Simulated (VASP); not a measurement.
TaN: single point with PBEsol

Crystal: TaN.

```
CELL_PARAMETERS angstrom
2.81440 0.00000 0.00000
-1.40720 2.43734 0.00000
0.00000 0.00000 2.97840
ATOMIC_POSITIONS crystal
Ta 0.33333 0.66667 0.50000
N 0.00000 0.00000 0.00000
```

```yaml
Program: VASP 6.6.1
Task: single point
Functional: PBEsol
Potentials_or_basis: VASP PAW PBE potentials, release 64 (Ta_sv_GW, N)
Cutoff: 700 eV
k_mesh: 18 × 18 × 16
Occupations: gaussian, width 0.15 eV
Spin: no spin polarisation
Dipole_correction: no
Further_INCAR_settings: ALGO = Normal; EDIFF = 1e-06; NBANDS = 16
```

| Property | Result |
| --- | --- |
| Pressure | 14.5 GPa |
| Band gap on the k mesh | zero (bands 9 and 10 overlap by 0.51 eV) |

Stress tensor (GPa, compression positive):
```
 31.15   0.00   0.00
  0.00  31.15   0.00
  0.00   0.00 -18.68
```

Levels at points of the mesh, in eV from the Fermi level:
```
           k point  band 5  band 6  band 7  band 8  band 9  band 10  band 11  band 12  band 13  band 14
(0.00, 0.00, 0.00)  -17.95   -4.68   -4.07   -4.07   -3.31     3.40     3.46     3.46     4.28     4.28
(0.50, 0.00, 0.00)  -15.24   -8.42   -6.00   -3.78   -2.75     2.99     5.09     5.10     6.36     7.72
(0.00, 0.00, 0.50)  -15.21   -9.66   -3.15   -3.15   -0.14    -0.14     1.44     4.06     4.06     9.07
(0.50, 0.00, 0.50)  -15.81   -7.51   -6.41   -5.33   -0.45     4.52     5.83     6.38     7.73    10.86
```

Wall time 63 s on 1 thread of Intel(R) Xeon(R) Platinum 8488C (Sapphire Rapids) (shared host), peak memory 0.31 GiB.

Caveat: the stress differs along the axes, from -19 to 31 GPa; the PAW data sets were made with another functional, which shifts forces and pressure a little; spin-orbit coupling is left out, which moves the levels of the heavy elements.
